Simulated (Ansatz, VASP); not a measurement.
Two plane-wave programs on B5P

Contents of INCAR:

```
ALGO = Normal
EDIFF = 1E-6
ENCUT = 500
GGA = PE
GGA_COMPAT = False
ISIF = 2
ISMEAR = 0
LASPH = True
LCHARG = False
LREAL = False
LWAVE = False
NBANDS = 19
NELM = 120
PREC = Accurate
SIGMA = 0.1
```

KPOINTS

```
k-points
0
Gamma
  4 4 4
```

The input POSCAR:

```
B5P
1.0
    4.2783717832      0.0000000000      0.0000000000
    0.0000000000      4.2783717832      0.0000000000
    0.0000000000      0.0000000000      4.4170017405
B P
5 1
Direct
    0.5000000000      0.5000000000      0.2092018738
    0.5000000000      0.1947194509      0.4550573827
    0.1947194509      0.5000000000      0.4550573827
    0.5000000000      0.8052805491      0.4550573827
    0.8052805491      0.5000000000      0.4550573827
    0.5000000000      0.5000000000      0.7805685953
```

Input for Ansatz:

```yaml
crystal:
  lattice:
    - [4.2783717832, 0.0, 0.0]
    - [0.0, 4.2783717832, 0.0]
    - [0.0, 0.0, 4.4170017405]
  atoms:
    - { symbol: B, position: [0.5, 0.5, 0.2092018738] }
    - { symbol: B, position: [0.5, 0.1947194509, 0.4550573827] }
    - { symbol: B, position: [0.1947194509, 0.5, 0.4550573827] }
    - { symbol: B, position: [0.5, 0.8052805491, 0.4550573827] }
    - { symbol: B, position: [0.8052805491, 0.5, 0.4550573827] }
    - { symbol: P, position: [0.5, 0.5, 0.7805685953] }
basis:
  ecutwfc: 420
kpoints:
  mp_grid: { grid: [4, 4, 4] }
hamiltonian:
  xc: pbe
scf:
  occupations: { method: gaussian, width: 0.1 }
  lower_state_search: "off"
output:
  forces: true
  stress: true
  eigenvalues: true
```

Alike in both runs: task single point; functional PBE; k mesh 4 × 4 × 4; occupations gaussian, width 0.1 eV; no spin polarisation.

```csv
,VASP,Ansatz
version,VASP 6.6.1,Ansatz 0.2.0
potentials or method,"VASP PAW PBE potentials, release 64 (B, P), cutoff 500 eV","scalar-relativistic, plane waves, PAW"
valence electrons in the cell,20,20
```

VASP gave:

```
gap on the k mesh at the Fermi level (eV)                     : 0.88
least direct gap on the mesh (eV)                             : 1.10
pressure (GPa)                                                : 0.0
traceless stress, the component that is largest in VASP (GPa) : -0.20
rms of the force components (eV/Å)                            : 0.013
```

Task: Estimate Ansatz's values.

Result: gap on the k mesh at the Fermi level (eV): 0.88; least direct gap on the mesh (eV): 1.10; pressure (GPa): 0.1; traceless stress, the component that is largest in VASP (GPa): -0.09; rms of the force components (eV/Å): 0.003.

Atom by atom the forces differ by 0.014 eV/Å (rms over components). The functional is the same, so the differences come from potentials, cutoffs and numerics.
